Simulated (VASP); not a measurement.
Runs of VASP 6.6.1 on CdS. The structure is that of space group P6_3mc (No. 186), or close to it. The cells are those of the table. 

```tsv
task	cell	k mesh	cutoff (eV)	smearing	gap on the mesh (eV)	pressure (GPa)	largest force (eV/Å)
single point	a = 3.293, b = 3.293, c = 7.097 Å, angles 90.0, 90.0, 120.0°, 4 atoms	9 × 9 × 4	520	gaussian 0.02 eV	none	(a)	(c)
single point	a = 3.740, b = 3.740, c = 6.587 Å, angles 90.0, 90.0, 120.0°, 4 atoms	9 × 9 × 4	520	gaussian 0.02 eV	1.42	25.9	-
relaxation of cell and atoms	relaxed from a = 4.169, b = 4.169, c = 6.780 Å, angles 90.0, 90.0, 120.0°, 4 atoms	9 × 9 × 4	600	gaussian 0.02 eV	1.10	0.0	-
single point	a = 4.197, b = 4.197, c = 6.831 Å, angles 90.0, 90.0, 120.0°, 4 atoms	9 × 9 × 4	520	gaussian 0.02 eV	(b)	0.3	-
single point	a = 2.525, b = 2.525, c = 9.157 Å, angles 90.0, 90.0, 120.0°, 4 atoms	15 × 15 × 6	520	gaussian 0.1 eV	none	92.7	0.01
```

Alike in all rows: level PBE; potentials or basis VASP PAW PBE potentials, release 64 (Cd, S); no spin polarisation.

Problem. Fill in the values left out.

Solution. (a) 51.6; (b) 1.11; (c) 0.02.

A k mesh can miss the band edges, and the runs leave out spin-orbit coupling on Cd.

A gap of «none» marks levels without a gap at the run's occupations.
